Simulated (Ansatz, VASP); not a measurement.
Two plane-wave programs on B3F2

```
B F
1.0
     7.13790    0.00000    0.00000
     0.00000    7.13790    0.00000
     0.00000    0.00000    1.99170
B F
6 4
Direct
  0.00000 0.00000 0.00000
  0.50000 0.50000 0.00000
  0.26856 0.76856 0.50000
  0.23144 0.26856 0.50000
  0.73144 0.23144 0.50000
  0.76856 0.73144 0.50000
  0.38266 0.88266 0.00000
  0.11734 0.38266 0.00000
  0.61734 0.11734 0.00000
  0.88266 0.61734 0.00000
```

Alike in both runs: functional PBE; k mesh 6 × 6 × 18; occupations gaussian, width 0.1 eV; no spin polarisation.

Ansatz relaxed the structure, and its values are those at the end. VASP's run is a single point on that final structure, the one shown.

|  | VASP | Ansatz |
| --- | --- | --- |
| version | VASP 6.6.1 | Ansatz 0.2.0 |
| potentials or method | VASP PAW PBE potentials, release 64 (B, F), cutoff 520 eV | scalar-relativistic, plane waves, PAW |
| valence electrons in the cell | 46 | 46 |

```csv
,VASP,Ansatz,Ansatz less VASP
gap on the k mesh at the Fermi level (eV),none,none,-
pressure (GPa),0.6,0.0,-0.57
rms of the force components (eV/Å),0.096,0.000,-0.0962
```

A gap of «none» marks a metal or a gap that the smearing closes.
